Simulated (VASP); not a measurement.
# HgTe: single point with r2SCAN

HgTe:

```
Hg Te
1.0
     3.01234   -3.48989    0.00000
     3.01234    3.48989    0.00000
     0.00000    0.00000    5.83656
Hg Te
2 2
Direct
  0.65695 0.34305 0.25000
  0.34305 0.65695 0.75000
  0.21519 0.78481 0.25000
  0.78481 0.21519 0.75000
```

```yaml
Program: VASP 6.6.1
Task: single point
Functional: r2SCAN
Potentials_or_basis: VASP PAW PBE potentials, release 64 (Hg, Te)
Cutoff: 520 eV
k_mesh: 6 × 6 × 5
Occupations: fermi-dirac, width 0.05 eV
Spin: no spin polarisation
```

```yaml
Pressure: -2.1 GPa
Largest_force: 0.225 eV/Å
Band_gap_on_the_k_mesh: zero (band 18 reaches 3.78 eV, above the bottom of band 19 at 1.86 eV)
```

Forces in eV/Å, atoms in the order of the input:
```
Hg   0.000  0.001  0.000
Hg   0.000 -0.001  0.000
Te   0.000 -0.225  0.000
Te   0.000  0.225  0.000
```

Stress tensor (GPa, compression positive):
```
-2.37  0.00  0.00
 0.00 -1.63  0.00
 0.00  0.00 -2.32
```

Levels at points of the mesh, in eV from the Fermi level:
```tsv
k point	band 14	band 15	band 16	band 17	band 18	band 19	band 20	band 21	band 22	band 23
(0.00, 0.00, 0.00)	-2.52	-2.51	-2.51	-1.00	-0.41	-0.24	-0.13	4.50	5.54	6.62
(0.50, 0.00, 0.00)	-3.78	-2.35	-1.92	-0.87	-0.51	1.61	2.65	3.29	4.95	5.41
(0.50, 0.50, 0.00)	-3.98	-2.07	-1.85	-1.75	-1.72	-1.60	-1.31	3.67	5.73	7.39
```

It took 6.6 min on 1 thread of Intel(R) Xeon(R) Platinum 8259CL CPU @ 2.50GHz (Skylake/Cascade Lake), with other jobs on the host, peak memory 0.32 GiB.

Caveat: the PAW data sets were made with another functional, which shifts forces and pressure a little; spin-orbit coupling is left out, which moves the levels of the heavy elements.
